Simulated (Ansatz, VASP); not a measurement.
# One calculation of Ru, two programs

```
CELL_PARAMETERS angstrom
2.70580 0.00000 0.00000
-1.35290 2.34329 0.00000
0.00000 0.00000 4.28190
ATOMIC_POSITIONS crystal
Ru 0.22246 0.66667 0.25000
Ru 0.66667 0.33333 0.75000
```

Alike in both runs: task single point; functional PBEsol; k mesh 24 × 24 × 12; occupations gaussian, width 0.15 eV; no spin polarisation.

|  | VASP | Ansatz |
| --- | --- | --- |
| version | VASP 6.6.1 | Ansatz 0.2.0 |
| potentials or method | VASP PAW PBE potentials, release 64 (Ru_pv), cutoff 520 eV | scalar-relativistic, plane waves, PAW |
| valence electrons in the cell | 28 | 32 |

```tsv
	VASP	Ansatz	Ansatz less VASP
gap on the k mesh at the Fermi level (eV)	none	none	-
pressure (GPa)	-2.1	-2.0	+0.02
traceless stress, the component that is largest in VASP (GPa)	5.00	4.96	-0.036
rms of the force components (eV/Å)	1.157	1.156	-0.0010
```

VASP's potentials were made for PBE, not for PBEsol. Atom by atom the forces differ by 0.004 eV/Å (rms over components). A gap of «none» marks a metal or a gap that the smearing closes. The functional is the same, so the differences come from potentials, cutoffs and numerics. VASP's potentials hold 28 valence electrons a cell and Ansatz's 32, so a difference there can come from the potentials and not from the codes.
